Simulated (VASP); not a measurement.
# SiC (P6_3mc) in VASP: notebook

Runs on SiC. Level: PBE. Tasks: single point.

Everything below comes from runs of VASP 6.6.1. Logs are shortened: lines on timing, memory, paths and dates and some standing lists are left out, and cuts for length are marked.

### 1 The cell of the first run

It takes space group P6_3mc (No. 186, hexagonal). Conventional cell: a = 2.970 Å, b = 2.970 Å, c = 4.874 Å, α = 90.00°, β = 90.00°, γ = 120.00°. Si (site symmetry 3m) has 4 C at 1.80 to 1.88 Å within 2.4 Å. C (site symmetry 3m) has 4 Si at 1.80 to 1.88 Å within 2.4 Å.

### 2 Single point, PBE

INCAR

```
PREC = Accurate ; ENCUT = 520
EDIFF = 1E-6 ; ISMEAR = 0
SIGMA = 0.05 ; LREAL = False
LASPH = True ; NELM = 80
ALGO = Normal ; ISIF = 2
LWAVE = False ; LCHARG = True
GGA = PE ; LELF = True
LVHAR = True ; NBANDS = 16
```

KPOINTS

```
Automatic mesh
0
Gamma
  12 12 8
```

POSCAR

```
SiC
1.0
    2.9698453470      0.0000000000      0.0000000000
   -1.4849226735      2.5719615158      0.0000000000
    0.0000000000      0.0000000000      4.8737904135
Si C
2 2
Direct
    0.3333333333      0.6666666667      0.0000000000
    0.6666666667      0.3333333333      0.5000000000
    0.3333333333      0.6666666667      0.3850000000
    0.6666666667      0.3333333333      0.8850000000
```

Potentials or basis: VASP PAW PBE potentials, release 64 (Si, C).

Run with:

```sh
cat potpaw_PBE.64/Si/POTCAR potpaw_PBE.64/C/POTCAR > POTCAR
mpirun -np 1 vasp_std > vasp.out
```

OUTCAR:

```text
PREC = Accurate
   ENCUT = 520
   EDIFF = 1E-6
   ISMEAR = 0
   LREAL = False
   LASPH = True
   NELM = 80
   ISIF = 2
   GGA = PE

 ion  position               nearest neighbor table
   1  0.333  0.667  0.000-   4 1.80   4 1.80   4 1.80   3 1.88   2 2.98   2 2.98   2 2.98   2 2.98
                             2 2.98   2 2.98
   2  0.667  0.333  0.500-   3 1.80   3 1.80   3 1.80   4 1.88   1 2.98   1 2.98   1 2.98   1 2.98
                             1 2.98   1 2.98
   3  0.333  0.667  0.385-   2 1.80   2 1.80   2 1.80   1 1.88
   4  0.667  0.333  0.885-   1 1.80   1 1.80   1 1.80   2 1.88

  LATTYP: Found a hexagonal cell.
 ALAT       =     2.9698453470
 C/A-ratio  =     1.6410923277

  Lattice vectors:

 A1 = (   2.9698453470,   0.0000000000,   0.0000000000)
 A2 = (  -1.4849226735,   2.5719615158,   0.0000000000)
 A3 = (   0.0000000000,   0.0000000000,   4.8737904135)

Analysis of symmetry for initial positions (statically):
=====================================================================
 Subroutine PRICEL returns:
 Original cell was already a primitive cell.

 Routine SETGRP: Setting up the symmetry group for a
 hexagonal supercell.

 Subroutine GETGRP returns: Found 12 space group operations
 (whereof  6 operations were pure point group operations)
 out of a pool of 24 trial point group operations.

The static configuration has the point symmetry C_3v.
 The point group associated with its full space group is C_6v.

Analysis of symmetry for dynamics (positions and initial velocities):
=====================================================================
 Subroutine PRICEL returns:
 Original cell was already a primitive cell.

 Routine SETGRP: Setting up the symmetry group for a
 hexagonal supercell.

 Subroutine GETGRP returns: Found 12 space group operations
 (whereof  6 operations were pure point group operations)
 out of a pool of 24 trial point group operations.

The dynamic configuration has the point symmetry C_3v.
 The point group associated with its full space group is C_6v.

 Subroutine INISYM returns: Found 12 space group operations
 (whereof  6 operations are pure point group operations),
 and found     1 'primitive' translations

----------------------------------------------------------------------------------------

                                     Primitive cell
[... 95 lines left out ...]
   EDIFF  = 0.1E-05   stopping-criterion for ELM
   LREAL  =      F    real-space projection
   EDIFFG = 0.1E-04   stopping-criterion for IOM
   NSW    =      0    number of steps for IOM
   IBRION =     -1    ionic relax: 0-MD 1-quasi-New 2-CG
   NFREE  =      0    steps in history (QN), initial steepest desc. (CG)
   ISIF   =      2    stress and relaxation
   ISYM   =      2    0-nonsym 1-usesym 2-fastsym
   POTIM  = 0.5000    time-step for ionic-motion
   TEBEG  =    0.0;   TEEND  =   0.0 temperature during run
   PSTRESS=    0.0 pullay stress
   NELECT =      16.0000    total number of electrons
   NUPDOWN=      -1.0000    fix difference up-down
   EMIN   =  10.00;   EMAX   =-10.00  energy-range for DOS
   EFERMI =   0.00;   METHOD = LEGACY
   ISMEAR =     0;   SIGMA  =   0.05  broadening in eV -4-tet -1-fermi 0-gaus
   EFERMI_NEDOS =   21; number of points for ismear=-14 and -15
   IALGO  =     38    algorithm
   IMIX   =      4    mixing-type and parameters
     AMIX     =   0.40;   BMIX     =  1.00
     AMIX_MAG =   1.60;   BMIX_MAG =  1.00
  volume/ion in A,a.u.               =       9.31        62.81
  Fermi-wavevector in a.u.,A,eV,Ry     =   1.235454  2.334669 20.767193  1.526346
  Thomas-Fermi vector in A             =   2.370102
   LORBIT       =      0    0 simple, 1 ext, 2 COOP (PROOUT), +10 PAW based schemes
   GGA     = PE    functional components
   LHFCALC =     F    Hartree Fock is set to
   AEXX    =    0.0000 exact exchange contribution
   IVDW    =     0    specifies the selected vdW correction
   LEPSILON=     F    determine dielectric tensor
   LRPA    =     F    only Hartree local field effects (RPA)
 non-spin polarized calculation
 Gauss-broadening in eV      SIGMA  =   0.05
  energy-cutoff  :      520.00
  volume of cell :       37.23
 maximum number of plane-waves:      1038
 NGX is ok and might be reduce to    24
   NGX = 11   NGY = 11   NGZ = 19

 number of electron      16.0000000 magnetization

 Free energy of the ion-electron system (eV)
  ---------------------------------------------------
  ext. energy  EPLUGINS =         0.00000000
  ---------------------------------------------------
  free energy    TOTEN  =       -29.62545295 eV

  energy without entropy =      -29.62545295  energy(sigma->0) =      -29.62545295

 E-fermi :   9.8677     XC(G=0): -11.8142

 val. band max:        9.6450694476   @ k =   0.0000   0.0000   0.0000
 cond. band min:      11.7641410660   @ k =   0.3333   0.3333   0.0000
 fundamental gap:      2.1190716185
 Fermi energy:         9.8677302971

 k-point     1 :       0.0000    0.0000    0.0000
  band No.  band energies     occupation
      1      -6.9400      2.00000
      2      -3.0186      2.00000
      3       0.3056      2.00000
      4       8.0445      2.00000
      5       8.0445      2.00000
      6       9.3758      2.00000
[... 433 lines left out ...]
      3       1.8554      2.00000
      4       3.1711      2.00000
      5       4.6588      2.00000
      6       6.3507      2.00000
[... 8 lines left out ...]
     15      21.4959      0.00000
     16      22.5620      0.00000

 [... further k-points ...]

------------------------ aborting loop because EDIFF is reached ----------------------------------------

  FORCE on cell =-STRESS in cart. coord.  units (eV):
  Direction    XX          YY          ZZ          XY          YZ          ZX
  --------------------------------------------------------------------------------------
  -------------------------------------------------------------------------------------
  Total        8.4137872      8.4137872      6.0689722      0.0000000      0.0000000      0.0000000
  in kB      362.1070282    362.1070282    261.1924254      0.0000000      0.0000000      0.0000000
  external PRESSURE =     328.4688272 kB  Pullay stress =       0.0000000 kB

 VOLUME and BASIS-vectors are now :
 -----------------------------------------------------------------------------
  energy-cutoff  :      520.00
  volume of cell :       37.23
      direct lattice vectors                 reciprocal lattice vectors
     2.969845347  0.000000000  0.000000000     0.336717870  0.194404153  0.000000000
    -1.484922674  2.571961516  0.000000000     0.000000000  0.388808306  0.000000000
     0.000000000  0.000000000  4.873790414     0.000000000  0.000000000  0.205179114

 POSITION                                       TOTAL-FORCE (eV/Angst)
 -----------------------------------------------------------------------------------
     -0.00000      1.71464      0.00000         0.000000     -0.000000      0.933357
      1.48492      0.85732      2.43690        -0.000000     -0.000000      0.933357
     -0.00000      1.71464      1.87641        -0.000000      0.000000     -0.933357
      1.48492      0.85732      4.31330         0.000000     -0.000000     -0.933357
 -----------------------------------------------------------------------------------
    total drift:                               -0.000000      0.000000     -0.000188

  FREE ENERGIE OF THE ION-ELECTRON SYSTEM (eV)
  ---------------------------------------------------
  free  energy   TOTEN  =       -29.6254529522 eV

  energy  without entropy=      -29.6254529522  energy(sigma->0) =      -29.62545295
```

OSZICAR:

```text
N       E                     dE             d eps       ncg     rms          rms(c)
DAV:   1     0.250251161249E+02    0.25025E+02   -0.72706E+03  3040   0.905E+02
DAV:   2    -0.317251048441E+02   -0.56750E+02   -0.51943E+02  4336   0.162E+02
DAV:   3    -0.339972713229E+02   -0.22722E+01   -0.22637E+01  4088   0.296E+01
DAV:   4    -0.340117166304E+02   -0.14445E-01   -0.14444E-01  3624   0.291E+00
DAV:   5    -0.340118405095E+02   -0.12388E-03   -0.12388E-03  4032   0.253E-01    0.142E+01
DAV:   6    -0.297954550519E+02    0.42164E+01   -0.70755E+00  3848   0.167E+01    0.662E+00
DAV:   7    -0.296455791585E+02    0.14988E+00   -0.14025E+00  4320   0.708E+00    0.272E+00
DAV:   8    -0.296269165933E+02    0.18663E-01   -0.58038E-02  3504   0.150E+00    0.707E-01
DAV:   9    -0.296251724332E+02    0.17442E-02   -0.78884E-03  3936   0.620E-01    0.116E-01
DAV:  10    -0.296254292713E+02   -0.25684E-03   -0.85706E-04  3760   0.175E-01    0.561E-02
DAV:  11    -0.296254523594E+02   -0.23088E-04   -0.63696E-05  3592   0.598E-02    0.142E-02
DAV:  12    -0.296254529522E+02   -0.59287E-06   -0.51168E-06  3912   0.142E-02
   1 F= -.29625453E+02 E0= -.29625453E+02  d E =-.597568E-13
```

stdout:

```text
POSCAR found type information on POSCAR SiC
 POSCAR found :  2 types and       4 ions
 scaLAPACK will be used
 LDA part: xc-table for (Slater+PW92), standard interpolation
 POSCAR, INCAR and KPOINTS ok, starting setup
 FFT: planning ... GRIDC
 FFT: planning ... GRID_SOFT
 FFT: planning ... GRID
 WAVECAR not read
 entering main loop
```

Wall time 28 s (1 thread of Intel Xeon Platinum 8375C at 2.90GHz (Ice Lake), shared host); peak memory 0.18 GiB.

Results:

- Free energy: -29.6255 eV
- Pressure: 32.8 GPa
- Largest force: 0.933 eV/Å
- Band gap on the k mesh: 2.12 eV, indirect (least direct gap 4.29 eV)

Forces in eV/Å, atoms in the order of the input:
```
Si   0.000  0.000  0.933
Si   0.000  0.000  0.933
C    0.000  0.000 -0.933
C    0.000  0.000 -0.933
```

Levels at points of the mesh, in eV from the valence-band top:
| k point | band 4 | band 5 | band 6 | band 7 | band 8 | band 9 | band 10 | band 11 | band 12 | band 13 |
| --- | --- | --- | --- | --- | --- | --- | --- | --- | --- | --- |
| (0.00, 0.00, 0.00) | -1.60 | -1.60 | -0.27 | -0.27 | 0.00 | 5.58 | 7.11 | 7.15 | 7.15 | 8.55 |
| (0.50, 0.00, 0.00) | -6.80 | -5.81 | -3.75 | -3.57 | -1.50 | 2.79 | 4.32 | 7.56 | 7.61 | 10.76 |
| (0.00, 0.00, 0.50) | -4.67 | -0.98 | -0.98 | -0.98 | -0.98 | 6.66 | 6.66 | 7.77 | 7.77 | 7.77 |
| (0.50, 0.00, 0.50) | -8.95 | -2.82 | -2.82 | -2.45 | -2.45 | 3.38 | 3.38 | 5.49 | 5.49 | 11.14 |

### 3 Single point, PBE

This run uses another cell than the first one, of 10.34 Å³/atom, 1.111 times its volume.

INCAR

```
SYSTEM = SiC
PREC     = Accurate       ! precision mode
ENCUT    = 520            ! plane-wave cutoff, eV
EDIFF    = 1E-6           ! SCF threshold, eV
ISMEAR   = 0              ! smearing method
SIGMA    = 0.05           ! smearing width, eV
LREAL    = .False.        ! projectors in reciprocal space
LASPH    = .True.         ! aspherical terms in the spheres
NELM     = 60             ! most SCF steps
ALGO     = Normal         ! electronic algorithm
ISIF     = 2              ! what is computed and relaxed
LWAVE    = .False.        ! write WAVECAR
LCHARG   = .False.        ! write CHGCAR
GGA      = PE             ! functional
NBANDS   = 16             ! bands
```

KPOINTS

```
Automatic mesh
0
Gamma
  12 12 8
  0 0 0
```

POSCAR

```
SiC
1.0
    3.0760000000      0.0000000000      0.0000000000
   -1.5380000000      2.6638941420      0.0000000000
    0.0000000000      0.0000000000      5.0480000000
Si C
2 2
Direct
    0.3333333333      0.6666666667      0.0000000000
    0.6666666667      0.3333333333      0.5000000000
    0.3333333333      0.6666666667      0.3850000000
    0.6666666667      0.3333333333      0.8850000000
```

Potentials or basis: VASP PAW PBE potentials, release 64 (Si, C).

Run with:

```sh
cat potpaw_PBE.64/Si/POTCAR potpaw_PBE.64/C/POTCAR > POTCAR
mpirun -np 1 vasp_std > vasp.out
```

It took 31 s on 1 thread of Intel Xeon Platinum 8375C at 2.90GHz (Ice Lake), shared host; peak memory 0.18 GiB.

Results (log left out):

- Free energy: -30.0673 eV
- Pressure: 3.6 GPa
- Largest force: 0.753 eV/Å
- Band gap on the k mesh: 2.32 eV, indirect (least direct gap 4.08 eV)

Forces on the atoms (eV/Å):
```
Si   0.000  0.000  0.753
Si   0.000  0.000  0.753
C    0.000  0.000 -0.753
C    0.000  0.000 -0.753
```

Stress tensor (GPa, compression positive):
```
5.25 0.00 0.00
0.00 5.25 0.00
0.00 0.00 0.42
```

Levels at points of the mesh, in eV from the valence-band top:
```
           k point  band 5  band 6  band 7  band 8  band 9  band 10  band 11  band 12
(0.00, 0.00, 0.00)   -1.56   -0.28   -0.28    0.00    4.62     6.03     6.51     6.51
(0.50, 0.00, 0.00)   -5.43   -3.54   -3.26   -1.49    2.59     4.20     6.74     7.20
(0.00, 0.00, 0.50)   -0.97   -0.97   -0.97   -0.97    5.71     5.71     7.17     7.17
(0.50, 0.00, 0.50)   -2.69   -2.69   -2.34   -2.34    3.17     3.17     4.99     4.99
```
